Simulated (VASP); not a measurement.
Set up this calculation in VASP 6.6.1, as the native input.

| Property | Result |
| --- | --- |
| Task | single point |
| Functional | PBE |
| Potentials or basis | VASP PAW PBE potentials, release 64 (V_sv) |
| Cutoff | 520 eV |
| k mesh | 19 × 19 × 19 |
| Occupations | fermi-dirac, width 0.03 eV |
| Spin | collinear spin, ferromagnetic start |
| Starting moments | [1.5] μB |
| Dipole correction | no |
| Further INCAR settings | ALGO = Normal; EDIFF = 1e-06; NBANDS = 16 |

The structure of V lies in POSCAR:

```
V
1.0
   -1.5281300000      1.5281300000      1.5130000000
    1.5281300000     -1.5281300000      1.5130000000
    1.5281300000      1.5281300000     -1.5130000000
V
1
Direct
    0.0000000000      0.0000000000      0.0000000000
```

This cell differs from its parent crystal: equal xx and yy strain of +1 %.

These files were run (other wordings do the same):

INCAR

```
SYSTEM = V
PREC     = Accurate       ! precision mode
ENCUT    = 520            ! plane-wave cutoff, eV
EDIFF    = 1E-6           ! SCF threshold, eV
ISMEAR   = -1             ! smearing method
SIGMA    = 0.03           ! smearing width, eV
LREAL    = .FALSE.        ! projectors in reciprocal space
LASPH    = .TRUE.         ! aspherical terms in the spheres
NELM     = 150            ! most SCF steps
ALGO     = Normal         ! electronic algorithm
ISIF     = 2              ! what is computed and relaxed
LWAVE    = .FALSE.        ! write WAVECAR
LCHARG   = .TRUE.         ! write CHGCAR
ISPIN    = 2              ! spin polarisation
MAGMOM   = 1.5            ! initial moments
LORBIT   = 11             ! projections on sites
LMAXMIX  = 4              ! l up to which the mixer works
GGA      = PE             ! functional
LELF     = .TRUE.         ! ELF
LVHAR    = .TRUE.       
NBANDS   = 16             ! bands
```

KPOINTS

```
Automatic mesh
0
G
  19 19 19
  0 0 0
```

Potentials or basis: VASP PAW PBE potentials, release 64 (V_sv).

Command:

```console
$ cat potpaw_PBE.64/V_sv/POTCAR > POTCAR
$ mpirun -np 1 vasp_std > vasp.out
```

Results of the run:

* Pressure: -8.0 GPa
* Net moment: 0.00 μB per cell
* Valence electrons inside the program's atomic spheres: V 11.57

Caveat: the cell differs from its parent crystal (equal xx and yy strain of +1 %).

It took 78 s on 1 thread of Intel(R) Xeon(R) 6975P-C (Granite Rapids) (shared host), peak memory 0.28 GiB.
